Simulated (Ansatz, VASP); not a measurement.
## MnHg: VASP beside Ansatz

The input INCAR:

```
PREC = Accurate ; ENCUT = 520
EDIFF = 1E-6 ; ISMEAR = 0
SIGMA = 0.15 ; LREAL = False
LASPH = True ; NELM = 150
ALGO = Normal ; ISIF = 2
LWAVE = False ; LCHARG = True
ISPIN = 2 ; MAGMOM = 4.23 0
LORBIT = 11 ; LMAXMIX = 4
GGA = PS ; LELF = True
LVHAR = True ; NBANDS = 24
```

File KPOINTS:

```
regular mesh
0
Gamma
  16 16 16
```

Contents of POSCAR:

```
MnHg
1.0
    3.3150000000      0.0000000000      0.0000000000
    0.0000000000      3.3150000000      0.0000000000
    0.0000000000      0.0000000000      3.3150000000
Mn Hg
1 1
Direct
    0.5000000000      0.5000000000      0.5000000000
    0.0000000000      0.0000000000      0.0000000000
```

Input for Ansatz:

```yaml
crystal:
  lattice:
    - [3.315, 0.0, 0.0]
    - [0.0, 3.315, 0.0]
    - [0.0, 0.0, 3.315]
  atoms:
    - { symbol: Mn, position: [0.5, 0.5, 0.5], spin: 4.23 }
    - { symbol: Hg, position: [0.0, 0.0, 0.0] }
basis:
  ecutwfc: 420
  xc_grid: 4
kpoints:
  mp_grid: { grid: [16, 16, 16] }
hamiltonian:
  xc: pbesol
scf:
  occupations: { method: gaussian, width: 0.15 }
output:
  forces: true
  eigenvalues: true
  stress: true
magnetization:
  spin_polarized: true
```

Alike in both runs: task single point; functional PBEsol; k mesh 16 × 16 × 16; occupations gaussian, width 0.15 eV; collinear spin.

|  | VASP | Ansatz |
| --- | --- | --- |
| version | VASP 6.6.1 | Ansatz 0.2.0 |
| potentials or method | VASP PAW PBE potentials, release 64 (Mn_pv, Hg), cutoff 520 eV | scalar-relativistic, plane waves, PAW |
| valence electrons in the cell | 25 | 35 |

```csv
,VASP,Ansatz,Ansatz less VASP
gap on the k mesh at the Fermi level (eV),none,none,-
pressure (GPa),-4.6,-5.1,-0.50
net moment per atom (μB),1.96,1.95,-0.002
size of the moment on the site where the two differ most (μB),3.81,3.86,+0.053
```

VASP's potentials were made for PBE, not for PBEsol. Site moments also hang on the region over which each program counts them. A gap of «none» marks a metal or a gap that the smearing closes. The functional is the same, so the differences come from potentials, cutoffs and numerics. VASP's potentials hold 25 valence electrons a cell and Ansatz's 35, so a difference there can come from the potentials and not from the codes.

Neither program's run includes spin-orbit coupling.
